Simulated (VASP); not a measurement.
**CdS (Hawleyite): vibrations by perturbation theory with PBEsol**

The system is CdS (Hawleyite).

```
Cd S
1.0
     0.00000    2.88286    2.88286
     2.88286    0.00000    2.88286
     2.88286    2.88286    0.00000
Cd S
1 1
Direct
  0.00000 0.00000 0.00000
  0.75000 0.75000 0.75000
```

This cell differs from its parent crystal: volume scaled by 0.970.

| Quantity | Value |
| --- | --- |
| Program | VASP 6.6.1 |
| Task | vibrations by perturbation theory |
| Functional | PBEsol |
| Potentials or basis | VASP PAW PBE potentials, release 64 (Cd, S) |
| Cutoff | 520 eV |
| k mesh | 6 × 6 × 6 |
| Occupations | gaussian, width 0.01 eV |
| Spin | no spin polarisation |
| Dipole correction | no |
| Further INCAR settings | ALGO = Normal; EDIFF = 1e-08; NBANDS = 16; IBRION = 8; NSW = 1 |

```yaml
Highest_phonon_frequency_at_Γ_LO-TO_splitting_left_out: 249 cm⁻¹
```

Phonon frequencies in cm⁻¹ (negative: imaginary):
```tsv
q point	frequencies
(0.000, 0.000, 0.000)	0 0 0 249 249 249
```

Run time: 54 s on 1 thread of Intel(R) Xeon(R) 6975P-C (Granite Rapids), on a shared host, peak memory 0.24 GiB.

Caveat: the cell wasn't relaxed at this level first, which shifts response properties.
